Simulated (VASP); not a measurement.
# InSb (I-4m2) in VASP: further runs

Runs on InSb. Level: PBEsol. Tasks: single point.

Program: VASP 6.6.1. These are calculated values, not measurements. Logs are shortened: lines on timing, memory, paths and dates and some standing lists are left out, and cuts for length are marked.

## 1. The cell of the first run

It takes space group I-4m2 (No. 119, tetragonal). The conventional cell has a = 4.610 Å, b = 4.610 Å, c = 6.259 Å, α = 90.00°, β = 90.00°, γ = 90.00°. Within 3.7 Å of In (site symmetry -4m2) lie 4 Sb at 2.79 Å. Sb (site symmetry -4m2) has 4 In at 2.79 Å within 3.7 Å.

## 2. Single point, PBEsol (strain +0.000 along x and y, -0.040 along z)

The input, INCAR:

```
SYSTEM = InSb
PREC = Accurate
ENCUT = 520
EDIFF = 1E-6
ISMEAR = 0
SIGMA = 0.15
LREAL = .FALSE.
LASPH = .TRUE.
NELM = 100
ALGO = Normal
ISIF = 2
LWAVE = .FALSE.
LCHARG = .FALSE.
GGA = PS
NBANDS = 16
```

The input, KPOINTS:

```
regular mesh
0
G
  16 16 16
  0 0 0
```

The input, POSCAR:

```
InSb
1.0
    0.0000000000      3.2599290600      3.1295318976
    3.2599290600      0.0000000000      3.1295318976
    3.2599290600      3.2599290600      0.0000000000
In Sb
1 1
Direct
    0.0000000000      0.0000000000      0.0000000000
    0.7500000000      0.7500000000      0.7500000000
```

Potentials or basis: VASP PAW PBE potentials, release 64 (In_d, Sb).

The run is started by

```
cat potpaw_PBE.64/In_d/POTCAR potpaw_PBE.64/Sb/POTCAR > POTCAR
mpirun -np 1 vasp_std > vasp.out
```

OUTCAR:

```text
SYSTEM = InSb
   PREC = Accurate
   ENCUT = 520
   EDIFF = 1E-6
   ISMEAR = 0
   LREAL = .FALSE.
   LASPH = .TRUE.
   NELM = 100
   ISIF = 2
   GGA = PS

 ion  position               nearest neighbor table
   1  0.000  0.000  0.000-   2 2.79   2 2.79   2 2.79   2 2.79
   2  0.750  0.750  0.750-   1 2.79   1 2.79   1 2.79   1 2.79

  LATTYP: Found a body centered tetragonal cell.
 ALAT       =     4.6102358890
 C/A-ratio  =     1.3576450199

  Lattice vectors:

 A1 = (   0.0000000000,  -3.2599290600,  -3.1295318976)
 A2 = (   0.0000000000,   3.2599290600,  -3.1295318976)
 A3 = (   3.2599290600,   0.0000000000,   3.1295318976)

Analysis of symmetry for initial positions (statically):
=====================================================================
 Subroutine PRICEL returns:
 Original cell was already a primitive cell.

 Routine SETGRP: Setting up the symmetry group for a
 body centered tetragonal supercell.

 Subroutine GETGRP returns: Found  8 space group operations
 (whereof  8 operations were pure point group operations)
 out of a pool of 16 trial point group operations.

The static configuration has the point symmetry D_2d.

Analysis of symmetry for dynamics (positions and initial velocities):
=====================================================================
 Subroutine PRICEL returns:
 Original cell was already a primitive cell.

 Routine SETGRP: Setting up the symmetry group for a
 body centered tetragonal supercell.

 Subroutine GETGRP returns: Found  8 space group operations
 (whereof  8 operations were pure point group operations)
 out of a pool of 16 trial point group operations.

The dynamic configuration has the point symmetry D_2d.

 Subroutine INISYM returns: Found  8 space group operations
 (whereof  8 operations are pure point group operations),
 and found     1 'primitive' translations

----------------------------------------------------------------------------------------

                                     Primitive cell

  volume of cell :      66.5159

  direct lattice vectors                    reciprocal lattice vectors
     0.000000000  3.259929060  3.129531898    -0.153377571  0.153377571  0.159768303
     3.259929060  0.000000000  3.129531898     0.153377571 -0.153377571  0.159768303
     3.259929060  3.259929060  0.000000000     0.153377571  0.153377571 -0.159768303

  length of vectors
     4.518971938  4.518971938  4.610235889     0.269397975  0.269397975  0.269397975

  position of ions in fractional coordinates (direct lattice)
     0.000000000  0.000000000  0.000000000
[... 80 lines left out ...]
   EDIFFG = 0.1E-04   stopping-criterion for IOM
   NSW    =      0    number of steps for IOM
   IBRION =     -1    ionic relax: 0-MD 1-quasi-New 2-CG
   NFREE  =      0    steps in history (QN), initial steepest desc. (CG)
   ISIF   =      2    stress and relaxation
   ISYM   =      2    0-nonsym 1-usesym 2-fastsym
   POTIM  = 0.5000    time-step for ionic-motion
   TEBEG  =    0.0;   TEEND  =   0.0 temperature during run
   PSTRESS=    0.0 pullay stress
   NELECT =      18.0000    total number of electrons
   NUPDOWN=      -1.0000    fix difference up-down
   EMIN   =  10.00;   EMAX   =-10.00  energy-range for DOS
   EFERMI =   0.00;   METHOD = LEGACY
   ISMEAR =     0;   SIGMA  =   0.15  broadening in eV -4-tet -1-fermi 0-gaus
   EFERMI_NEDOS =   21; number of points for ismear=-14 and -15
   IALGO  =     38    algorithm
   IMIX   =      4    mixing-type and parameters
     AMIX     =   0.40;   BMIX     =  1.00
     AMIX_MAG =   1.60;   BMIX_MAG =  1.00
  volume/ion in A,a.u.               =      33.26       224.44
  Fermi-wavevector in a.u.,A,eV,Ry     =   1.058905  2.001041 15.255945  1.121280
  Thomas-Fermi vector in A             =   2.194232
   LORBIT       =      0    0 simple, 1 ext, 2 COOP (PROOUT), +10 PAW based schemes
   GGA     = PS    functional components
   LHFCALC =     F    Hartree Fock is set to
   AEXX    =    0.0000 exact exchange contribution
   IVDW    =     0    specifies the selected vdW correction
   LEPSILON=     F    determine dielectric tensor
   LRPA    =     F    only Hartree local field effects (RPA)
 non-spin polarized calculation
 Gauss-broadening in eV      SIGMA  =   0.15
  energy-cutoff  :      520.00
  volume of cell :       66.52
 maximum number of plane-waves:      1821
 NGX is ok and might be reduce to    36
   NGX = 17   NGY = 17   NGZ = 17

 number of electron      17.9999995 magnetization

 Free energy of the ion-electron system (eV)
  ---------------------------------------------------
  ext. energy  EPLUGINS =         0.00000000
  ---------------------------------------------------
  free energy    TOTEN  =        -7.67883141 eV

  energy without entropy =       -7.67872676  energy(sigma->0) =       -7.67877908

 E-fermi :   5.3787     XC(G=0):  -8.9651

 val. band max:        5.3259233042   @ k =   0.0000   0.0000   0.0000
 cond. band min:       5.6873076853   @ k =   0.5000   0.0000   0.0000
 fundamental gap:      0.3613843811
 Fermi energy:         5.3787054877

 k-point     1 :       0.0000    0.0000    0.0000
  band No.  band energies     occupation
      1      -9.3964      2.00000
      2      -9.3964      2.00000
      3      -9.3887      2.00000
      4      -9.3037      2.00000
      5      -9.2991      2.00000
      6      -5.6921      2.00000
[... 433 lines left out ...]
      3      -9.3857      2.00000
      4      -9.3035      2.00000
      5      -9.2996      2.00000
      6      -5.5957      2.00000
[... 8 lines left out ...]
     15      12.3663      0.00000
     16      12.7717      0.00000

 [... further k-points ...]

------------------------ aborting loop because EDIFF is reached ----------------------------------------

  FORCE on cell =-STRESS in cart. coord.  units (eV):
  Direction    XX          YY          ZZ          XY          YZ          ZX
  --------------------------------------------------------------------------------------
  -------------------------------------------------------------------------------------
  Total        0.6462986      0.6462986      1.0675743      0.0000000      0.0000000      0.0000000
  in kB       15.5674721     15.5674721     25.7147909      0.0000000      0.0000000      0.0000000
  external PRESSURE =      18.9499117 kB  Pullay stress =       0.0000000 kB

 VOLUME and BASIS-vectors are now :
 -----------------------------------------------------------------------------
  energy-cutoff  :      520.00
  volume of cell :       66.52
      direct lattice vectors                 reciprocal lattice vectors
     0.000000000  3.259929060  3.129531898    -0.153377571  0.153377571  0.159768303
     3.259929060  0.000000000  3.129531898     0.153377571 -0.153377571  0.159768303
     3.259929060  3.259929060  0.000000000     0.153377571  0.153377571 -0.159768303

 POSITION                                       TOTAL-FORCE (eV/Angst)
 -----------------------------------------------------------------------------------
      0.00000      0.00000      0.00000         0.000000      0.000000     -0.000000
      4.88989      4.88989      4.69430        -0.000000     -0.000000      0.000000
 -----------------------------------------------------------------------------------
    total drift:                                0.000000      0.000000      0.000000

  FREE ENERGIE OF THE ION-ELECTRON SYSTEM (eV)
  ---------------------------------------------------
  free  energy   TOTEN  =        -7.6788314135 eV

  energy  without entropy=       -7.6787267556  energy(sigma->0) =       -7.67877908
```

OSZICAR:

```text
N       E                     dE             d eps       ncg     rms          rms(c)
DAV:   1     0.113744700447E+03    0.11374E+03   -0.79460E+03 11176   0.112E+03
DAV:   2    -0.591596314287E+00   -0.11434E+03   -0.11051E+03 12656   0.284E+02
DAV:   3    -0.762353820832E+01   -0.70319E+01   -0.70067E+01 14184   0.721E+01
DAV:   4    -0.781931565419E+01   -0.19578E+00   -0.19574E+00 14296   0.138E+01
DAV:   5    -0.782966009162E+01   -0.10344E-01   -0.10344E-01 16776   0.261E+00    0.421E+00
DAV:   6    -0.770422566748E+01    0.12543E+00   -0.17729E-01 16208   0.705E+00    0.238E+00
DAV:   7    -0.767929083877E+01    0.24935E-01   -0.71056E-02 15440   0.280E+00    0.624E-01
DAV:   8    -0.767844625477E+01    0.84458E-03   -0.80337E-03 14496   0.105E+00    0.276E-01
DAV:   9    -0.767883934846E+01   -0.39309E-03   -0.86920E-04 13840   0.257E-01    0.849E-02
DAV:  10    -0.767881225142E+01    0.27097E-04   -0.49999E-05 14328   0.492E-02    0.370E-02
DAV:  11    -0.767883075686E+01   -0.18505E-04   -0.33222E-05 13352   0.492E-02    0.235E-02
DAV:  12    -0.767883141353E+01   -0.65667E-06   -0.11678E-06 11048   0.969E-03
   1 F= -.76788314E+01 E0= -.76787791E+01  d E =-.104658E-03
```

Wall time 4.1 min (1 thread of Intel Xeon Platinum 8488C (Sapphire Rapids), shared host); peak memory 0.51 GiB.

Results:

```yaml
Free_energy: -7.6788 eV
Pressure: 1.9 GPa
```

Stress tensor (GPa, compression positive):
```
1.56 0.00 0.00
0.00 1.56 0.00
0.00 0.00 2.57
```

Caveat: the cell differs from its parent crystal (strain +0.000 along x and y, -0.040 along z); the PAW data sets were made with another functional, which shifts forces and pressure a little; spin-orbit coupling is left out, which moves the levels of the heavy elements.

## 3. Single point, PBEsol (strain -0.040 along x and y, +0.080 along z)

The input, INCAR:

```
SYSTEM = InSb
ALGO = Normal ; EDIFF = 1E-6
ENCUT = 520 ; GGA = PS
ISIF = 2 ; ISMEAR = 0
LASPH = .True. ; LCHARG = .True.
LELF = .True. ; LREAL = .False.
LVHAR = .True. ; LWAVE = .False.
NBANDS = 16 ; NELM = 100
PREC = Accurate ; SIGMA = 0.15
```

The input, KPOINTS:

```
k-points
0
Gamma
  16 16 16
  0 0 0
```

The input, POSCAR:

```
InSb
1.0
    0.0000000000      3.1295318976      3.5207233848
    3.1295318976      0.0000000000      3.5207233848
    3.1295318976      3.1295318976      0.0000000000
In Sb
1 1
Direct
    0.0000000000      0.0000000000      0.0000000000
    0.7500000000      0.7500000000      0.7500000000
```

Potentials or basis: VASP PAW PBE potentials, release 64 (In_d, Sb).

The run is started by

```
cat potpaw_PBE.64/In_d/POTCAR potpaw_PBE.64/Sb/POTCAR > POTCAR
mpirun -np 1 vasp_std > vasp.out
```

OUTCAR:

```text
SYSTEM = InSb
   EDIFF = 1E-6
   ENCUT = 520
   GGA = PS
   ISIF = 2
   ISMEAR = 0
   LASPH = .True.
   LREAL = .False.
   NELM = 100
   PREC = Accurate

 ion  position               nearest neighbor table
   1  0.000  0.000  0.000-   2 2.83   2 2.83   2 2.83   2 2.83
   2  0.750  0.750  0.750-   1 2.83   1 2.83   1 2.83   1 2.83

  LATTYP: Found a body centered tetragonal cell.
 ALAT       =     4.4258264535
 C/A-ratio  =     1.5909902577

  Lattice vectors:

[... 644 lines left out ...]

  FORCE on cell =-STRESS in cart. coord.  units (eV):
  Direction    XX          YY          ZZ          XY          YZ          ZX
  --------------------------------------------------------------------------------------
  -------------------------------------------------------------------------------------
  Total        0.5925676      0.5925676     -1.1142404      0.0000000     -0.0000000     -0.0000000
  in kB       13.7666359     13.7666359    -25.8862300      0.0000000     -0.0000000     -0.0000000
  external PRESSURE =       0.5490139 kB  Pullay stress =       0.0000000 kB

 VOLUME and BASIS-vectors are now :
 -----------------------------------------------------------------------------
  energy-cutoff  :      520.00
  volume of cell :       68.96
      direct lattice vectors                 reciprocal lattice vectors
     0.000000000  3.129531898  3.520723385    -0.159768303  0.159768303  0.142016269
     3.129531898  0.000000000  3.520723385     0.159768303 -0.159768303  0.142016269
     3.129531898  3.129531898  0.000000000     0.159768303  0.159768303 -0.142016269

 POSITION                                       TOTAL-FORCE (eV/Angst)
 -----------------------------------------------------------------------------------
      0.00000      0.00000      0.00000         0.000000      0.000000      0.000000
      4.69430      4.69430      5.28109        -0.000000     -0.000000     -0.000000
 -----------------------------------------------------------------------------------
    total drift:                                0.000000      0.000000      0.000000

  FREE ENERGIE OF THE ION-ELECTRON SYSTEM (eV)
  ---------------------------------------------------
  free  energy   TOTEN  =        -7.6375467224 eV

  energy  without entropy=       -7.6368684439  energy(sigma->0) =       -7.63720758
```

OSZICAR:

```text
N       E                     dE             d eps       ncg     rms          rms(c)
DAV:   1     0.112529656261E+03    0.11253E+03   -0.78951E+03 11176   0.111E+03
DAV:   2    -0.566481067126E+00   -0.11310E+03   -0.10922E+03 12632   0.280E+02
DAV:   3    -0.757674089729E+01   -0.70103E+01   -0.69835E+01 14096   0.716E+01
DAV:   4    -0.777197103972E+01   -0.19523E+00   -0.19519E+00 14472   0.139E+01
DAV:   5    -0.778206208620E+01   -0.10091E-01   -0.10091E-01 16912   0.257E+00    0.390E+00
DAV:   6    -0.766045869568E+01    0.12160E+00   -0.18092E-01 16432   0.682E+00    0.221E+00
DAV:   7    -0.763810826651E+01    0.22350E-01   -0.65501E-02 15288   0.259E+00    0.601E-01
DAV:   8    -0.763718475765E+01    0.92351E-03   -0.75335E-03 14576   0.983E-01    0.246E-01
DAV:   9    -0.763755475717E+01   -0.37000E-03   -0.82938E-04 13792   0.258E-01    0.867E-02
DAV:  10    -0.763752903248E+01    0.25725E-04   -0.50227E-05 14752   0.518E-02    0.390E-02
DAV:  11    -0.763754616517E+01   -0.17133E-04   -0.31703E-05 13144   0.508E-02    0.251E-02
DAV:  12    -0.763754672244E+01   -0.55727E-06   -0.14341E-06 12040   0.101E-02
   1 F= -.76375467E+01 E0= -.76372076E+01  d E =-.678279E-03
```

It took 4.2 min on 1 thread of Intel Xeon Platinum 8488C (Sapphire Rapids), shared host; peak memory 0.52 GiB.

Results:

```
Free energy            : -7.6375 eV
Pressure               : 0.1 GPa
Band gap on the k mesh : zero (filled and empty bands touch)
```

Stress tensor (GPa, compression positive):
```
 1.38  0.00  0.00
 0.00  1.38  0.00
 0.00  0.00 -2.59
```

Levels at points of the mesh, in eV from the Fermi level:
| k point | band 6 | band 7 | band 8 | band 9 | band 10 | band 11 | band 12 | band 13 |
| --- | --- | --- | --- | --- | --- | --- | --- | --- |
| (0.00, 0.00, 0.00) | -10.88 | -0.72 | -0.69 | -0.03 | -0.03 | 2.66 | 2.66 | 2.93 |
| (0.50, 0.00, 0.00) | -9.55 | -5.82 | -1.63 | -0.82 | 0.04 | 3.43 | 3.83 | 5.81 |
| (0.50, 0.50, 0.00) | -9.18 | -6.46 | -2.04 | -2.04 | 1.46 | 1.61 | 7.67 | 7.67 |
| (0.50, 0.00, 0.50) | -8.85 | -5.93 | -2.67 | -2.61 | 0.75 | 0.85 | 7.12 | 7.44 |

Caveat: the cell differs from its parent crystal (strain -0.040 along x and y, +0.080 along z); the PAW data sets were made with another functional, which shifts forces and pressure a little; spin-orbit coupling is left out, which moves the levels of the heavy elements.

## 4. Single point, PBEsol (strain +0.080 along x and y, -0.080 along z)

The input, INCAR:

```
ALGO = Normal
EDIFF = 1E-6
ENCUT = 520
GGA = PS
ISIF = 2
ISMEAR = 0
LASPH = T
LCHARG = F
LREAL = F
LWAVE = F
NBANDS = 16
NELM = 60
PREC = Accurate
SIGMA = 0.15
```

The input, KPOINTS:

```
k-points
0
Gamma
  16 16 16
```

The input, POSCAR:

```
InSb
1.0
    0.0000000000      3.5207233848      2.9991347352
    3.5207233848      0.0000000000      2.9991347352
    3.5207233848      3.5207233848      0.0000000000
In Sb
1 1
Direct
    0.0000000000      0.0000000000      0.0000000000
    0.7500000000      0.7500000000      0.7500000000
```

The run is started by

```
cat potpaw_PBE.64/In_d/POTCAR potpaw_PBE.64/Sb/POTCAR > POTCAR
mpirun -np 1 vasp_std > vasp.out
```

Run time: 4.8 min. Hardware: 1 thread of Intel Xeon Platinum 8488C (Sapphire Rapids), shared host; peak memory 0.56 GiB.

It converged, with:

| Property | Result |
| --- | --- |
| Free energy | -7.5678 eV |
| Pressure | -2.8 GPa |
| Band gap on the k mesh | zero (band 9 reaches 4.30 eV, above the bottom of band 10 at 4.22 eV) |

Stress tensor (GPa, compression positive):
```
-3.87  0.00  0.00
 0.00 -3.87  0.00
 0.00  0.00 -0.59
```

Levels at points of the mesh, in eV from the Fermi level:
```csv
k point,band 7,band 8,band 9,band 10,band 11,band 12
"(0.00, 0.00, 0.00)",-1.05,-0.38,-0.38,0.20,2.65,3.00
"(0.50, 0.00, 0.00)",-5.40,-1.44,-0.66,-0.02,3.25,4.09
"(0.50, 0.50, 0.00)",-5.30,-2.61,-2.61,0.45,0.87,7.46
"(0.50, 0.00, 0.50)",-5.92,-1.88,-1.79,1.48,1.51,6.54
```

Caveat: the cell differs from its parent crystal (strain +0.080 along x and y, -0.080 along z); the PAW data sets were made with another functional, which shifts forces and pressure a little; spin-orbit coupling is left out, which moves the levels of the heavy elements.

## 5. Single point, PBEsol (strain -0.080 along x and y, +0.040 along z)

The input, INCAR:

```
SYSTEM = InSb
PREC     = Accurate       ! precision mode
ENCUT    = 520            ! plane-wave cutoff, eV
EDIFF    = 1E-6           ! SCF threshold, eV
ISMEAR   = 0              ! smearing method
SIGMA    = 0.15           ! smearing width, eV
LREAL    = .FALSE.        ! projectors in reciprocal space
LASPH    = .TRUE.         ! aspherical terms in the spheres
NELM     = 60             ! most SCF steps
ALGO     = Normal         ! electronic algorithm
ISIF     = 2              ! what is computed and relaxed
LWAVE    = .FALSE.        ! write WAVECAR
LCHARG   = .FALSE.        ! write CHGCAR
GGA      = PS             ! functional
NBANDS   = 16             ! bands
```

The input, KPOINTS:

```
regular mesh
0
G
  16 16 16
  0 0 0
```

The input, POSCAR:

```
InSb
1.0
    0.0000000000      2.9991347352      3.3903262224
    2.9991347352      0.0000000000      3.3903262224
    2.9991347352      2.9991347352      0.0000000000
In Sb
1 1
Direct
    0.0000000000      0.0000000000      0.0000000000
    0.7500000000      0.7500000000      0.7500000000
```

The run is started by

```
cat potpaw_PBE.64/In_d/POTCAR potpaw_PBE.64/Sb/POTCAR > POTCAR
mpirun -np 1 vasp_std > vasp.out
```

It took 8.1 min on 1 thread of AMD EPYC 7R13, shared host; peak memory 0.44 GiB.

The run converged. Its results:

| Item | Value |
| --- | --- |
| Free energy | -7.4722 eV |
| Pressure | 7.1 GPa |

Stress tensor (GPa, compression positive):
```
8.44 0.00 0.00
0.00 8.44 0.00
0.00 0.00 4.39
```

Levels at points of the mesh, in eV from the Fermi level:
| k point | band 7 | band 8 | band 9 | band 10 | band 11 | band 12 |
| --- | --- | --- | --- | --- | --- | --- |
| (0.00, 0.00, 0.00) | -0.89 | -0.07 | -0.07 | -0.07 | 2.57 | 2.57 |
| (0.50, 0.00, 0.00) | -6.53 | -1.99 | -1.01 | 0.11 | 3.38 | 3.84 |
| (0.50, 0.50, 0.00) | -7.18 | -2.47 | -2.47 | 1.25 | 1.51 | 8.35 |
| (0.50, 0.00, 0.50) | -6.53 | -3.23 | -3.14 | 0.50 | 0.54 | 7.58 |

Caveat: the cell differs from its parent crystal (strain -0.080 along x and y, +0.040 along z); the PAW data sets were made with another functional, which shifts forces and pressure a little; spin-orbit coupling is left out, which moves the levels of the heavy elements.

## 6. The runs side by side

| cell | gap on the mesh (eV) | pressure (GPa) |
| --- | --- | --- |
| a = 4.519, b = 4.519, c = 4.610 Å, angles 59.3, 59.3, 61.3°, 2 atoms | - | 1.9 |
| a = 4.711, b = 4.711, c = 4.426 Å, angles 62.0, 62.0, 56.0°, 2 atoms | none | 0.1 |
| a = 4.625, b = 4.625, c = 4.979 Å, angles 57.4, 57.4, 65.1°, 2 atoms | none | -2.8 |
| a = 4.526, b = 4.526, c = 4.241 Å, angles 62.1, 62.1, 55.9°, 2 atoms | - | 7.1 |

Alike in all rows: task single point; level PBEsol; potentials or basis VASP PAW PBE potentials, release 64 (In_d, Sb); no spin polarisation; k mesh 16 × 16 × 16; cutoff (eV) 520; smearing gaussian 0.15 eV.

Caveats: the PAW data sets were made with another functional, which shifts forces and pressure a little; spin-orbit coupling is left out, which moves the levels of the heavy elements.

Total energies depend on the potentials used, so only differences within one code and one set of settings carry meaning.
